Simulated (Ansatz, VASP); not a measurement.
## One calculation of Sr, two programs

```
Sr
1.0
     0.00000    2.37301    2.37301
     2.37301    0.00000    2.37301
     2.37301    2.37301    0.00000
Sr
1
Direct
  0.00000 0.00000 0.00000
```

Change from the starting cell: volume scaled by 0.55, PAW files.

Alike in both runs: task single point; functional LDA; k mesh 13 × 13 × 13; occupations fermi-dirac, width 0.05 eV; no spin polarisation.

```csv
,VASP,Ansatz
version,VASP 6.6.1,Ansatz 0.2.0
potentials or method,"VASP PAW LDA potentials, release 64 (Sr_sv)","PAW with Ansatz's default frozen-core files, scalar-relativistic"
plane-wave cutoff (eV),520,420
valence electrons in the cell,10,10
```

VASP gave:

| Quantity | Value |
| --- | --- |
| pressure (GPa) | 18.9 |

Task: Which values does Ansatz return?

Result: Pressure (GPa): 18.7.

LDA's correlation is that of Perdew and Zunger in VASP and of Perdew and Wang (1992) in Ansatz.
